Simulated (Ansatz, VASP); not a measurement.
## Two plane-wave programs on ZnAu

```
Zn Au
1.0
     3.14700    0.00000    0.00000
     0.00000    3.14700    0.00000
     0.00000    0.00000    3.14700
Zn Au
1 1
Direct
  0.50000 0.50000 0.50000
  0.96630 0.03370 0.00000
```

Change from the starting cell: all Au atoms moved -0.150 Å, as atom 2 along Cartesian [1 -1 0].

Alike in both runs: task single point; functional PBE; k mesh 16 × 16 × 16; occupations gaussian, width 0.15 eV; no spin polarisation.

|  | VASP | Ansatz |
| --- | --- | --- |
| version | VASP 6.6.1 | Ansatz 0.2.0 |
| potentials or method | VASP PAW PBE potentials, release 64 (Zn, Au), cutoff 520 eV | scalar-relativistic, plane waves, PAW |
| valence electrons in the cell | 23 | 31 |

VASP gave:

* gap on the k mesh at the Fermi level (eV): none
* pressure (GPa): 6.1
* traceless stress, the component that is largest in VASP (GPa): -1.14
* rms of the force components (eV/Å): 0.352

Task: Which values does Ansatz return?

Result: gap on the k mesh at the Fermi level (eV): none; pressure (GPa): 6.0; traceless stress, the component that is largest in VASP (GPa): -1.13; rms of the force components (eV/Å): 0.347.

Atom by atom the forces differ by 0.005 eV/Å (rms over components). A gap of «none» marks a metal or a gap that the smearing closes. VASP's potentials hold 23 valence electrons a cell and Ansatz's 31, so a difference there can come from the potentials and not from the codes.

Spin-orbit coupling is off throughout.
